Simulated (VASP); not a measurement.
# Cu (C2/m) in VASP: notebook

Runs on Cu. Level: PBE. Tasks: single point.

Program: VASP 6.6.1. These are calculated values, not measurements. Logs are shortened: lines on timing, memory, paths and dates and some standing lists are left out, and cuts for length are marked.

## Step 1: The cell of the first run

The structure is monoclinic, space group C2/m (No. 12). Conventional cell: a = 3.934 Å, b = 2.951 Å, c = 2.760 Å, α = 90.00°, β = 131.47°, γ = 90.00°. Cu (site symmetry 2/m) has 14 Cu at 2.46 to 2.95 Å within 3.2 Å.

## Step 2: Single point, PBE (strain +0.0525 x Voigt [0, 0, 0, 0, 1, 0])

The input, INCAR:

```
SYSTEM = Cu
ALGO     = Normal         ! electronic algorithm
EDIFF    = 1E-6           ! SCF threshold, eV
ENCUT    = 520            ! plane-wave cutoff, eV
GGA      = PE             ! functional
ISIF     = 2              ! what is computed and relaxed
ISMEAR   = 0              ! smearing method
LASPH    = .TRUE.         ! aspherical terms in the spheres
LCHARG   = .FALSE.        ! write CHGCAR
LREAL    = .FALSE.        ! projectors in reciprocal space
LWAVE    = .FALSE.        ! write WAVECAR
NBANDS   = 12             ! bands
NELM     = 100            ! most SCF steps
PREC     = Accurate       ! precision mode
SIGMA    = 0.15           ! smearing width, eV
```

The input, KPOINTS:

```
k-points
0
G
  30 30 30
  0 0 0
```

The input, POSCAR:

```
Cu
1.0
   -1.4393168801      1.4755302431      1.3408240156
    1.5117436061     -1.4755302431      1.4182893534
    1.4393168801      1.4755302431     -1.3408240156
Cu
1
Direct
    0.0000000000      0.0000000000      0.0000000000
```

Potentials or basis: VASP PAW PBE potentials, release 64 (Cu).

Run with:

```bash
cat potpaw_PBE.64/Cu/POTCAR > POTCAR
mpirun -np 1 vasp_std > vasp.out
```

OUTCAR:

```text
SYSTEM = Cu
   EDIFF = 1E-6
   ENCUT = 520
   GGA = PE
   ISIF = 2
   ISMEAR = 0
   LASPH = .TRUE.
   LREAL = .FALSE.
   NELM = 100
   PREC = Accurate

 ion  position               nearest neighbor table
   1  0.000  0.000  0.000-

  LATTYP: Found a base centered monoclinic cell.
 ALAT       =     3.9341795191
 B/A-ratio  =     0.7501082429
 C/A-ratio  =     0.7015602091
 COS(beta)  =    -0.6621930872

  Lattice vectors:

 A1 = (   1.4393168801,  -1.4755302431,  -1.3408240156)
 A2 = (   1.4393168801,   1.4755302431,  -1.3408240156)
 A3 = (   0.0724267260,   0.0000000000,   2.7591133690)

Analysis of symmetry for initial positions (statically):
=====================================================================
 Subroutine PRICEL returns:
 Original cell was already a primitive cell.

 Routine SETGRP: Setting up the symmetry group for a
 base centered monoclinic supercell.

 Subroutine GETGRP returns: Found  4 space group operations
 (whereof  4 operations were pure point group operations)
 out of a pool of  4 trial point group operations.

The static configuration has the point symmetry C_2h.

Analysis of symmetry for dynamics (positions and initial velocities):
=====================================================================
 Subroutine PRICEL returns:
 Original cell was already a primitive cell.

 Routine SETGRP: Setting up the symmetry group for a
 base centered monoclinic supercell.

 Subroutine GETGRP returns: Found  4 space group operations
 (whereof  4 operations were pure point group operations)
 out of a pool of  4 trial point group operations.

The dynamic configuration has the point symmetry C_2h.

 Subroutine INISYM returns: Found  4 space group operations
 (whereof  4 operations are pure point group operations),
 and found     1 'primitive' translations

----------------------------------------------------------------------------------------

                                     Primitive cell

  volume of cell :      12.0059

  direct lattice vectors                    reciprocal lattice vectors
    -1.439316880  1.475530243  1.340824016    -0.009520486  0.338861235  0.362685183
     1.511743606 -1.475530243  1.418289353     0.329574406  0.000000000  0.353783942
     1.439316880  1.475530243 -1.340824016     0.339094892  0.338861235 -0.008901241

  length of vectors
     2.458989959  2.544425852  2.458989959     0.496445484  0.483510462  0.479470035

  position of ions in fractional coordinates (direct lattice)
     0.000000000  0.000000000  0.000000000

  ion indices of the primitive-cell ions
   primitive index   ion index
                 1           1

----------------------------------------------------------------------------------------

 KPOINTS: k-points

Automatic generation of k-mesh.
 Grid dimensions read from file:
 generate k-points for:   30   30   30

 Generating k-lattice:

  Cartesian coordinates                     Fractional coordinates (reciprocal lattice)
    -0.000317350  0.011295374  0.012089506     0.033333333  0.000000000 -0.000000000
     0.010985814  0.000000000  0.011792798     0.000000000  0.033333333  0.000000000
     0.011303163  0.011295374 -0.000296708    -0.000000000  0.000000000  0.033333333

  Length of vectors
     0.016548183  0.016117015  0.015982334

  Shift w.r.t. Gamma in fractional coordinates (k-lattice)
     0.000000000  0.000000000  0.000000000

 Subroutine IBZKPT returns following result:
 ===========================================

 Found   6992 irreducible k-points:

 Following reciprocal coordinates:
            Coordinates               Weight
  0.000000  0.000000  0.000000      1.000000
  0.033333 -0.000000  0.000000      4.000000
  0.066667  0.000000  0.000000      4.000000
  0.100000  0.000000  0.000000      4.000000
  0.133333 -0.000000  0.000000      4.000000
  0.166667 -0.000000  0.000000      4.000000
[... 16 lines left out ...]
  0.200000  0.033333  0.000000      4.000000
  0.233333  0.033333  0.000000      4.000000
 [... further k-points ...]
   k-points           NKPTS =   6992   k-points in BZ     NKDIM =   6992   number of bands    NBANDS=     12
   number of dos      NEDOS =    301   number of ions     NIONS =      1
   total plane-waves  NPLWV =   6480
   dimension x,y,z NGX =    18 NGY =   20 NGZ =   18
   dimension x,y,z NGXF=    36 NGYF=   40 NGZF=   36
   ions per type =               1
   NGX,Y,Z   is equivalent  to a cutoff of  12.17, 13.07, 12.17 a.u.
   NGXF,Y,Z  is equivalent  to a cutoff of  24.34, 26.13, 24.34 a.u.
 SYSTEM =  Cu
   PREC   = accura    normal or accurate (medium, high low for compatibility)
   ISTART =      0    job   : 0-new  1-cont  2-samecut
   ICHARG =      2    charge: 1-file 2-atom 10-const
   ISPIN  =      1    spin polarized calculation?
   LNONCOLLINEAR =      F non collinear calculations
   LSORBIT =      F    spin-orbit coupling
   LASPH  =      T    aspherical Exc in radial PAW
   ENCUT  =  520.0 eV  38.22 Ry    6.18 a.u.   4.57  4.73  4.57*2*pi/ulx,y,z
   NELM   =    100;   NELMIN=  2; NELMDL= -5     # of ELM steps
   EDIFF  = 0.1E-05   stopping-criterion for ELM
   LREAL  =      F    real-space projection
   EDIFFG = 0.1E-04   stopping-criterion for IOM
   NSW    =      0    number of steps for IOM
   IBRION =     -1    ionic relax: 0-MD 1-quasi-New 2-CG
   NFREE  =      0    steps in history (QN), initial steepest desc. (CG)
   ISIF   =      2    stress and relaxation
   ISYM   =      2    0-nonsym 1-usesym 2-fastsym
   POTIM  = 0.5000    time-step for ionic-motion
   TEBEG  =    0.0;   TEEND  =   0.0 temperature during run
   PSTRESS=    0.0 pullay stress
   NELECT =      11.0000    total number of electrons
   NUPDOWN=      -1.0000    fix difference up-down
   EMIN   =  10.00;   EMAX   =-10.00  energy-range for DOS
   EFERMI =   0.00;   METHOD = LEGACY
   ISMEAR =     0;   SIGMA  =   0.15  broadening in eV -4-tet -1-fermi 0-gaus
   EFERMI_NEDOS =   21; number of points for ismear=-14 and -15
   IALGO  =     38    algorithm
   IMIX   =      4    mixing-type and parameters
     AMIX     =   0.40;   BMIX     =  1.00
     AMIX_MAG =   1.60;   BMIX_MAG =  1.00
  volume/ion in A,a.u.               =      12.01        81.02
  Fermi-wavevector in a.u.,A,eV,Ry     =   1.590036  3.004732 34.398441  2.528214
  Thomas-Fermi vector in A             =   2.688793
   LORBIT       =      0    0 simple, 1 ext, 2 COOP (PROOUT), +10 PAW based schemes
   GGA     = PE    functional components
   LHFCALC =     F    Hartree Fock is set to
   AEXX    =    0.0000 exact exchange contribution
   IVDW    =     0    specifies the selected vdW correction
   LEPSILON=     F    determine dielectric tensor
   LRPA    =     F    only Hartree local field effects (RPA)
 non-spin polarized calculation
 Gauss-broadening in eV      SIGMA  =   0.15
  energy-cutoff  :      520.00
  volume of cell :       12.01
 maximum number of plane-waves:       334
   NGX =  9   NGY =  9   NGZ =  9

 number of electron      11.0000010 magnetization

 Free energy of the ion-electron system (eV)
  ---------------------------------------------------
  ext. energy  EPLUGINS =         0.00000000
  ---------------------------------------------------
  free energy    TOTEN  =        -3.68557207 eV

  energy without entropy =       -3.68207552  energy(sigma->0) =       -3.68382379

 E-fermi :   7.3880     XC(G=0): -12.6300

 val. band max:        7.3860950525   @ k =   0.4000  -0.4000   0.2000
 cond. band min:       7.3892057128   @ k =   0.2333   0.0333   0.2333
 fundamental gap:      0.0031106603
 Fermi energy:         7.3879810717

 k-point     1 :       0.0000    0.0000    0.0000
  band No.  band energies     occupation
      1      -1.8365      2.00000
      2       4.0867      2.00000
      3       4.4096      2.00000
      4       4.5115      2.00000
      5       5.1740      2.00000
      6       5.4516      2.00000
      7      31.3219      0.00000
      8      31.5271      0.00000
      9      32.8927      0.00000
     10      35.1029      0.00000
     11      35.1992      0.00000
     12      35.3125      0.00000

 k-point     2 :       0.0333   -0.0000    0.0000
  band No.  band energies     occupation
      1      -1.7929      2.00000
      2       4.0916      2.00000
      3       4.4122      2.00000
      4       4.5107      2.00000
      5       5.1743      2.00000
      6       5.4451      2.00000
      7      31.1830      0.00000
      8      31.3024      0.00000
      9      32.4694      0.00000
     10      34.2092      0.00000
     11      34.7486      0.00000
     12      35.4812      0.00000

 k-point     3 :       0.0667    0.0000    0.0000
  band No.  band energies     occupation
      1      -1.6627      2.00000
      2       4.1016      2.00000
      3       4.4206      2.00000
      4       4.5117      2.00000
      5       5.1758      2.00000
      6       5.4268      2.00000
      7      30.5859      0.00000
      8      30.8267      0.00000
      9      31.4516      0.00000
     10      32.9978      0.00000
     11      34.5420      0.00000
     12      35.3081      0.00000

 k-point     4 :       0.1000    0.0000    0.0000
  band No.  band energies     occupation
      1      -1.4475      2.00000
      2       4.1044      2.00000
      3       4.4275      2.00000
      4       4.5315      2.00000
      5       5.1797      2.00000
      6       5.4010      2.00000
      7      29.2539      0.00000
      8      30.2623      0.00000
      9      30.4763      0.00000
     10      32.0300      0.00000
     11      34.3251      0.00000
     12      34.9827      0.00000

 k-point     5 :       0.1333   -0.0000    0.0000
  band No.  band energies     occupation
      1      -1.1503      2.00000
      2       4.0885      2.00000
      3       4.4155      2.00000
      4       4.5956      2.00000
      5       5.1877      2.00000
      6       5.3735      2.00000
      7      27.5445      0.00000
      8      29.3618      0.00000
      9      29.9019      0.00000
     10      31.2242      0.00000
     11      33.7543      0.00000
     12      35.1359      0.00000
[... 228 lines left out ...]
      1      -0.9411      2.00000
      2       4.0566      2.00000
      3       4.3562      2.00000
      4       4.6881      2.00000
      5       5.2317      2.00000
      6       5.3477      2.00000
      7      26.6318      0.00000
      8      28.1081      0.00000
      9      29.8024      0.00000
     10      31.0225      0.00000
     11      33.6968      0.00000
     12      34.9911      0.00000

 k-point    22 :       0.1667    0.0333    0.0000
  band No.  band energies     occupation
      1      -0.5309      2.00000
      2       4.0144      2.00000
      3       4.3264      2.00000
      4       4.8056      2.00000
      5       5.2443      2.00000
      6       5.3336      2.00000
      7      24.8388      0.00000
      8      27.2959      0.00000
      9      29.0453      0.00000
     10      30.5117      0.00000
     11      33.2083      0.00000
     12      35.2978      0.00000

 k-point    23 :       0.2000    0.0333    0.0000
  band No.  band energies     occupation
      1      -0.0571      2.00000
      2       3.9583      2.00000
      3       4.2976      2.00000
      4       4.9506      2.00000
      5       5.2479      2.00000
      6       5.3431      2.00000
      7      23.0535      0.00000
      8      26.5141      0.00000
      9      28.3449      0.00000
     10      30.0389      0.00000
     11      32.7481      0.00000
     12      35.7433      0.00000

 k-point    24 :       0.2333    0.0333    0.0000
  band No.  band energies     occupation
      1       0.4633      2.00000
      2       3.8932      2.00000
      3       4.2878      2.00000
      4       5.1139      2.00000
      5       5.2474      2.00000
      6       5.3728      2.00000
      7      21.3056      0.00000
      8      25.7762      0.00000
      9      27.6938      0.00000
     10      29.6194      0.00000
     11      32.3583      0.00000
     12      36.2691      0.00000

 [... further k-points ...]

------------------------ aborting loop because EDIFF is reached ----------------------------------------

  FORCE on cell =-STRESS in cart. coord.  units (eV):
  Direction    XX          YY          ZZ          XY          YZ          ZX
  --------------------------------------------------------------------------------------
  -------------------------------------------------------------------------------------
  Total        0.0643254      0.0931986      0.0615504     -0.0000000      0.0000000     -0.3385999
  in kB        8.5841317     12.4372239      8.2138211     -0.0000000      0.0000000    -45.1856980
  external PRESSURE =       9.7450589 kB  Pullay stress =       0.0000000 kB

 VOLUME and BASIS-vectors are now :
 -----------------------------------------------------------------------------
  energy-cutoff  :      520.00
  volume of cell :       12.01
      direct lattice vectors                 reciprocal lattice vectors
    -1.439316880  1.475530243  1.340824016    -0.009520486  0.338861235  0.362685183
     1.511743606 -1.475530243  1.418289353     0.329574406  0.000000000  0.353783942
     1.439316880  1.475530243 -1.340824016     0.339094892  0.338861235 -0.008901241

 POSITION                                       TOTAL-FORCE (eV/Angst)
 -----------------------------------------------------------------------------------
      0.00000      0.00000      0.00000         0.000000      0.000000     -0.000000
 -----------------------------------------------------------------------------------
    total drift:                                0.000000     -0.000000      0.000000

  FREE ENERGIE OF THE ION-ELECTRON SYSTEM (eV)
  ---------------------------------------------------
  free  energy   TOTEN  =        -3.6855720686 eV

  energy  without entropy=       -3.6820755199  energy(sigma->0) =       -3.68382379
```

Wall time 8.6 min (1 thread of Intel Xeon Platinum 8488C (Sapphire Rapids), shared host); peak memory 1 GiB.

What came out:

```yaml
Free_energy: -3.6856 eV
Pressure: 1.0 GPa
```

Caveat: the cell differs from its parent crystal (strain +0.0525 x Voigt [0, 0, 0, 0, 1, 0]).

(Part 1 of 2 ends here.)
